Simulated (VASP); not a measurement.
Runs of VASP 6.6.1 on SnO2. The structure is that of space group R-3m (No. 166), or close to it. The cells are those of the table. 

```csv
cell,gap on the mesh (eV),pressure (GPa),largest force (eV/Å)
"a = 5.450 Å, angles 79.2°, 12 atoms",-,-18.0,0.18
"a = 5.635 Å, angles 67.0°, 12 atoms",2.22,8.0,0.03
"a = 5.551 Å, angles 79.2°, 12 atoms",-,(c),0.47
"a = 5.663 Å, angles 62.9°, 12 atoms",3.18,32.1,0.73
"a = 5.418 Å, angles 75.2°, 12 atoms",0.96,(b),0.15
"a = 5.401 Å, angles 71.1°, 12 atoms",2.14,15.5,0.83
"a = 5.284 Å, angles 71.1°, 12 atoms",2.75,(a),1.80
```

Alike in all rows: task single point; level LDA; potentials or basis VASP PAW LDA potentials, release 64 (Sn_d, O); no spin polarisation; k mesh 6 × 6 × 6; cutoff (eV) 520; smearing gaussian 0.05 eV.

Question: Estimate the missing entries.

Answer: (a) 35.4; (b) -4.8; (c) -23.3.

Caveats: spin-orbit coupling is left out, which moves the levels of the heavy elements; the cell stands under pressure (at least some runs); the cell stands under tension (at least some runs); forces of over 1 eV/Å act on the atoms, so gaps and moduli don't describe the material at rest (at least some runs).

A k mesh can miss the band edges, and the runs leave out spin-orbit coupling on Sn.
